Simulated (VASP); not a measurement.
Here is a VASP 6.6.1 calculation.

POSCAR

```
KBr
1.0
    0.0000000000      3.6289176602      3.6289176602
    3.6289176602      0.0000000000      3.6289176602
    3.6289176602      3.6289176602      0.0000000000
K Br
1 1
Direct
    0.0000000000      0.0000000000      0.0000000000
    0.2500000000      0.2500000000      0.2500000000
```

Contents of INCAR.step1:

```
SYSTEM = KBr
PREC     = Accurate       ! precision mode
ENCUT    = 520            ! plane-wave cutoff, eV
ISMEAR   = 0              ! smearing method
SIGMA    = 0.01           ! smearing width, eV
LREAL    = .False.        ! projectors in reciprocal space
LASPH    = .True.         ! aspherical terms in the spheres
NELM     = 60             ! most SCF steps
NBANDS   = 15             ! bands
GGA      = PE             ! functional
ALGO     = Normal         ! electronic algorithm
EDIFF    = 1E-4           ! SCF threshold, eV
LWAVE    = .True.         ! write WAVECAR
LCHARG   = .False.        ! write CHGCAR
```

Contents of INCAR.step2:

```
SYSTEM = KBr
PREC     = Accurate       ! precision mode
ENCUT    = 520            ! plane-wave cutoff, eV
EDIFF    = 1E-6           ! SCF threshold, eV
ISMEAR   = 0              ! smearing method
SIGMA    = 0.01           ! smearing width, eV
LREAL    = .False.        ! projectors in reciprocal space
LASPH    = .True.         ! aspherical terms in the spheres
NELM     = 60             ! most SCF steps
ALGO     = Normal         ! electronic algorithm
ISIF     = 2              ! what is computed and relaxed
LWAVE    = .False.        ! write WAVECAR
LCHARG   = .True.         ! write CHGCAR
METAGGA  = R2SCAN         ! meta-GGA
LMIXTAU  = .True.       
LELF     = .True.         ! ELF
LVHAR    = .True.       
NBANDS   = 15             ! bands
ISTART   = 1
```

The input KPOINTS:

```
Automatic mesh
0
Gamma
  6 6 6
  0 0 0
```

Potentials or basis: VASP PAW PBE potentials, release 64 (K_sv, Br).

The run is started by

```console
$ cat potpaw_PBE.64/K_sv/POTCAR potpaw_PBE.64/Br/POTCAR > POTCAR
$ cp INCAR.step1 INCAR
$ mpirun -np 1 vasp_std > vasp.out
$ cp INCAR.step2 INCAR
$ mpirun -np 1 vasp_std > vasp.out
```

**Question.** Predict the band gap on the k mesh.

**Answer.** 4.91 eV (least direct gap 4.94 eV).

**Question.** Estimate the pressure.

**Answer.** 0.6 GPa.

Caveat: the cell differs from its parent crystal (strain -1.6%); the PAW data sets were made with another functional, which shifts forces and pressure a little. A k mesh can miss the band edges.
